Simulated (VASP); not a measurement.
# Sr (P6_3/mmc) in VASP: a series of runs

Sr is run at these levels: PBE; tasks: single point, relaxation of shape and atoms at fixed volume.

All numbers are computed with VASP 6.6.1; they aren't measurements. Logs are shortened: lines on timing, memory, paths and dates and some standing lists are left out, and cuts for length are marked.

**1. The cell of the first run**

It takes space group P6_3/mmc (No. 194, hexagonal). Conventional cell: a = 4.263 Å, b = 4.263 Å, c = 13.977 Å, α = 90.00°, β = 90.00°, γ = 120.00°. Sr (site symmetry -3m) has 12 Sr at 4.26 to 4.27 Å within 5.6 Å. Within 5.6 Å of Sr (site symmetry -6m2) lie 12 Sr at 4.26 to 4.27 Å.

This isn't the form of Sr at room conditions, which is fcc.

**2. Single point, PBE**

INCAR

```
SYSTEM = Sr
PREC = Accurate
ENCUT = 520
EDIFF = 1E-6
ISMEAR = 0
SIGMA = 0.1
LREAL = .False.
LASPH = .True.
NELM = 60
ALGO = Fast
ISIF = 2
LWAVE = .False.
LCHARG = .False.
GGA = PE
NBANDS = 28
```

KPOINTS

```
Automatic mesh
0
Gamma
  12 12 4
  0 0 0
```

POSCAR

```
Sr
1.0
    4.2627211507      0.0000000000      0.0000000000
   -2.1313605754      3.6916248058      0.0000000000
    0.0000000000      0.0000000000     13.9766500542
Sr
4
Direct
    0.0000000000      0.0000000000      0.0000000000
    0.3333333333      0.6666666667      0.2500000000
    0.0000000000      0.0000000000      0.5000000000
    0.6666666667      0.3333333333      0.7500000000
```

Potentials or basis: VASP PAW PBE potentials, release 64 (Sr_sv).

Started as:

```bash
> cat potpaw_PBE.64/Sr_sv/POTCAR > POTCAR
> mpirun -np 1 vasp_std > vasp.out
```

OUTCAR:

```text
SYSTEM = Sr
   PREC = Accurate
   ENCUT = 520
   EDIFF = 1E-6
   ISMEAR = 0
   LREAL = .False.
   LASPH = .True.
   NELM = 60
   ISIF = 2
   GGA = PE

 ion  position               nearest neighbor table
   1  0.000  0.000  0.000-   2 4.27   4 4.27   4 4.27   2 4.27   4 4.27   2 4.27
   2  0.333  0.667  0.250-   1 4.27   3 4.27   1 4.27   3 4.27   1 4.27   3 4.27
   3  0.000  0.000  0.500-   2 4.27   4 4.27   4 4.27   2 4.27   4 4.27   2 4.27
   4  0.667  0.333  0.750-   1 4.27   3 4.27   1 4.27   3 4.27   1 4.27   3 4.27

  LATTYP: Found a hexagonal cell.
 ALAT       =     4.2627211507
 C/A-ratio  =     3.2788093708

  Lattice vectors:

 A1 = (   4.2627211507,   0.0000000000,   0.0000000000)
 A2 = (  -2.1313605754,   3.6916248058,   0.0000000000)
 A3 = (   0.0000000000,   0.0000000000,  13.9766500542)

Analysis of symmetry for initial positions (statically):
=====================================================================
 Subroutine PRICEL returns:
 Original cell was already a primitive cell.

 Routine SETGRP: Setting up the symmetry group for a
 hexagonal supercell.

 Subroutine GETGRP returns: Found 24 space group operations
 (whereof 12 operations were pure point group operations)
 out of a pool of 24 trial point group operations.

The static configuration has the point symmetry D_3d.
 The point group associated with its full space group is D_6h.

Analysis of symmetry for dynamics (positions and initial velocities):
=====================================================================
 Subroutine PRICEL returns:
 Original cell was already a primitive cell.

 Routine SETGRP: Setting up the symmetry group for a
 hexagonal supercell.

 Subroutine GETGRP returns: Found 24 space group operations
 (whereof 12 operations were pure point group operations)
 out of a pool of 24 trial point group operations.

The dynamic configuration has the point symmetry D_3d.
 The point group associated with its full space group is D_6h.

 Subroutine INISYM returns: Found 24 space group operations
 (whereof 12 operations are pure point group operations),
 and found     1 'primitive' translations

----------------------------------------------------------------------------------------

                                     Primitive cell

  volume of cell :     219.9417

  direct lattice vectors                    reciprocal lattice vectors
     4.262721151  0.000000000  0.000000000     0.234591934  0.135441716  0.000000000
    -2.131360575  3.691624806  0.000000000     0.000000000  0.270883433  0.000000000
     0.000000000  0.000000000 13.976650054     0.000000000  0.000000000  0.071547903

  length of vectors
     4.262721151  4.262721151 13.976650054     0.270883433  0.270883433  0.071547903

  position of ions in fractional coordinates (direct lattice)
     0.000000000  0.000000000  0.000000000
     0.333333333  0.666666667  0.250000000
     0.000000000  0.000000000  0.500000000
     0.666666667  0.333333333  0.750000000

  ion indices of the primitive-cell ions
   primitive index   ion index
                 1           1
                 2           2
                 3           3
                 4           4

----------------------------------------------------------------------------------------

 KPOINTS: Automatic mesh

Automatic generation of k-mesh.
 Grid dimensions read from file:
 generate k-points for:   12   12    4

 Generating k-lattice:

  Cartesian coordinates                     Fractional coordinates (reciprocal lattice)
     0.019549328  0.011286810  0.000000000     0.083333333  0.000000000  0.000000000
     0.000000000  0.022573619  0.000000000     0.000000000  0.083333333  0.000000000
     0.000000000  0.000000000  0.017886976     0.000000000  0.000000000  0.250000000

  Length of vectors
     0.022573619  0.022573619  0.017886976

  Shift w.r.t. Gamma in fractional coordinates (k-lattice)
     0.000000000  0.000000000  0.000000000

 Subroutine IBZKPT returns following result:
 ===========================================

 Found     57 irreducible k-points:

 Following reciprocal coordinates:
            Coordinates               Weight
  0.000000  0.000000  0.000000      1.000000
  0.083333 -0.000000  0.000000      6.000000
  0.166667 -0.000000  0.000000      6.000000
  0.250000 -0.000000  0.000000      6.000000
  0.333333 -0.000000  0.000000      6.000000
  0.416667 -0.000000  0.000000      6.000000
[... 16 lines left out ...]
  0.250000 -0.000000  0.250000     12.000000
  0.333333 -0.000000  0.250000     12.000000
 [... further k-points ...]
   k-points           NKPTS =     57   k-points in BZ     NKDIM =     57   number of bands    NBANDS=     28
   number of dos      NEDOS =    301   number of ions     NIONS =      4
   total plane-waves  NPLWV = 110592
   dimension x,y,z NGX =    32 NGY =   32 NGZ =  108
   dimension x,y,z NGXF=    64 NGYF=   64 NGZF=  216
   ions per type =               4
   NGX,Y,Z   is equivalent  to a cutoff of  12.48, 12.48, 12.85 a.u.
   NGXF,Y,Z  is equivalent  to a cutoff of  24.96, 24.96, 25.69 a.u.
 SYSTEM =  Sr
   PREC   = accura    normal or accurate (medium, high low for compatibility)
   ISTART =      0    job   : 0-new  1-cont  2-samecut
   ICHARG =      2    charge: 1-file 2-atom 10-const
   ISPIN  =      1    spin polarized calculation?
   LNONCOLLINEAR =      F non collinear calculations
   LSORBIT =      F    spin-orbit coupling
   LASPH  =      T    aspherical Exc in radial PAW
   ENCUT  =  520.0 eV  38.22 Ry    6.18 a.u.   7.93  7.93 25.99*2*pi/ulx,y,z
   NELM   =     60;   NELMIN=  2; NELMDL= -5     # of ELM steps
   EDIFF  = 0.1E-05   stopping-criterion for ELM
   LREAL  =      F    real-space projection
   EDIFFG = 0.1E-04   stopping-criterion for IOM
   NSW    =      0    number of steps for IOM
   IBRION =     -1    ionic relax: 0-MD 1-quasi-New 2-CG
   NFREE  =      0    steps in history (QN), initial steepest desc. (CG)
   ISIF   =      2    stress and relaxation
   ISYM   =      2    0-nonsym 1-usesym 2-fastsym
   POTIM  = 0.5000    time-step for ionic-motion
   TEBEG  =    0.0;   TEEND  =   0.0 temperature during run
   PSTRESS=    0.0 pullay stress
   NELECT =      40.0000    total number of electrons
   NUPDOWN=      -1.0000    fix difference up-down
   EMIN   =  10.00;   EMAX   =-10.00  energy-range for DOS
   EFERMI =   0.00;   METHOD = LEGACY
   ISMEAR =     0;   SIGMA  =   0.10  broadening in eV -4-tet -1-fermi 0-gaus
   EFERMI_NEDOS =   21; number of points for ismear=-14 and -15
   IALGO  =     68    algorithm
   IMIX   =      4    mixing-type and parameters
     AMIX     =   0.40;   BMIX     =  1.00
     AMIX_MAG =   1.60;   BMIX_MAG =  1.00
  volume/ion in A,a.u.               =      54.99       371.06
  Fermi-wavevector in a.u.,A,eV,Ry     =   0.927525  1.752768 11.705129  0.860303
  Thomas-Fermi vector in A             =   2.053604
   LORBIT       =      0    0 simple, 1 ext, 2 COOP (PROOUT), +10 PAW based schemes
   GGA     = PE    functional components
   LHFCALC =     F    Hartree Fock is set to
   AEXX    =    0.0000 exact exchange contribution
   IVDW    =     0    specifies the selected vdW correction
   LEPSILON=     F    determine dielectric tensor
   LRPA    =     F    only Hartree local field effects (RPA)
 non-spin polarized calculation
 RMM-DIIS sequential band-by-band and
 Gauss-broadening in eV      SIGMA  =   0.10
  energy-cutoff  :      520.00
  volume of cell :      219.94
 maximum number of plane-waves:      5970
 NGX is ok and might be reduce to    32
   NGX = 15   NGY = 15   NGZ = 51

 number of electron      40.0000000 magnetization

 Free energy of the ion-electron system (eV)
  ---------------------------------------------------
  ext. energy  EPLUGINS =         0.00000000
  ---------------------------------------------------
  free energy    TOTEN  =        -6.55539653 eV

  energy without entropy =       -6.53063756  energy(sigma->0) =       -6.54301704

 E-fermi :   1.6026     XC(G=0):  -7.3507

 val. band max:        1.6014824707   @ k =   0.1667  -0.0000   0.0000
 cond. band min:       1.6038305182   @ k =   0.1667   0.1667   0.0000
 fundamental gap:      0.0023480475
 Fermi energy:         1.6026044059

 k-point     1 :       0.0000    0.0000    0.0000
  band No.  band energies     occupation
      1     -35.0313      2.00000
      2     -35.0257      2.00000
      3     -35.0230      2.00000
      4     -35.0174      2.00000
      5     -17.1112      2.00000
      6     -17.0181      2.00000
[... 20 lines left out ...]
     27       3.8962      0.00000
     28       4.0312      0.00000

 k-point     2 :       0.0833   -0.0000    0.0000
  band No.  band energies     occupation
      1     -35.0305      2.00000
      2     -35.0250      2.00000
      3     -35.0224      2.00000
      4     -35.0170      2.00000
      5     -17.1069      2.00000
      6     -17.0193      2.00000
[... 20 lines left out ...]
     27       3.8964      0.00000
     28       3.9525      0.00000

 k-point     3 :       0.1667   -0.0000    0.0000
  band No.  band energies     occupation
      1     -35.0282      2.00000
      2     -35.0233      2.00000
      3     -35.0207      2.00000
      4     -35.0158      2.00000
      5     -17.0946      2.00000
      6     -17.0257      2.00000
[... 20 lines left out ...]
     27       3.9132      0.00000
     28       4.1378      0.00000

 k-point     4 :       0.2500   -0.0000    0.0000
  band No.  band energies     occupation
      1     -35.0249      2.00000
      2     -35.0210      2.00000
      3     -35.0183      2.00000
      4     -35.0144      2.00000
      5     -17.0773      2.00000
      6     -17.0457      2.00000
[... 578 lines left out ...]
     27       3.8634      0.00000
     28       4.1073      0.00000

 k-point    23 :       0.2500   -0.0000    0.2500
  band No.  band energies     occupation
      1     -35.0245      2.00000
      2     -35.0220      2.00000
      3     -35.0173      2.00000
      4     -35.0148      2.00000
      5     -17.0751      2.00000
      6     -17.0575      2.00000
[... 20 lines left out ...]
     27       3.6855      0.00000
     28       3.8083      0.00000

 k-point    24 :       0.3333   -0.0000    0.2500
  band No.  band energies     occupation
      1     -35.0211      2.00000
      2     -35.0193      2.00000
      3     -35.0153      2.00000
      4     -35.0134      2.00000
      5     -17.0813      2.00000
      6     -17.0693      2.00000
[... 20 lines left out ...]
     27       3.3913      0.00000
     28       3.6137      0.00000

 [... further k-points ...]
[... 5 lines left out ...]
  --------------------------------------------------------------------------------------
  -------------------------------------------------------------------------------------
  Total        0.0212882      0.0212882      0.0096096     -0.0000000     -0.0000000      0.0000000
  in kB        0.1550751      0.1550751      0.0700017     -0.0000000     -0.0000000      0.0000000
  external PRESSURE =       0.1267173 kB  Pullay stress =       0.0000000 kB

 VOLUME and BASIS-vectors are now :
 -----------------------------------------------------------------------------
  energy-cutoff  :      520.00
  volume of cell :      219.94
      direct lattice vectors                 reciprocal lattice vectors
     4.262721151  0.000000000  0.000000000     0.234591934  0.135441716  0.000000000
    -2.131360575  3.691624806  0.000000000     0.000000000  0.270883433  0.000000000
     0.000000000  0.000000000 13.976650054     0.000000000  0.000000000  0.071547903

 POSITION                                       TOTAL-FORCE (eV/Angst)
 -----------------------------------------------------------------------------------
      0.00000      0.00000      0.00000         0.000000      0.000000     -0.000000
     -0.00000      2.46108      3.49416         0.000000      0.000000      0.000000
      0.00000      0.00000      6.98833         0.000000      0.000000     -0.000000
      2.13136      1.23054     10.48249        -0.000000     -0.000000     -0.000000
 -----------------------------------------------------------------------------------
    total drift:                               -0.000000      0.000000      0.000000

  FREE ENERGIE OF THE ION-ELECTRON SYSTEM (eV)
  ---------------------------------------------------
  free  energy   TOTEN  =        -6.5553965269 eV

  energy  without entropy=       -6.5306375556  energy(sigma->0) =       -6.54301704
```

It took 3.3 min on 1 thread of Intel Xeon 6975P-C (Granite Rapids), shared host; peak memory 0.48 GiB.

Results:

```yaml
Free_energy: -6.5554 eV
Pressure: 0.0 GPa
Band_gap_on_the_k_mesh: zero (bands 20 and 21 overlap by 0.20 eV)
```

[end of part 1 of 2]
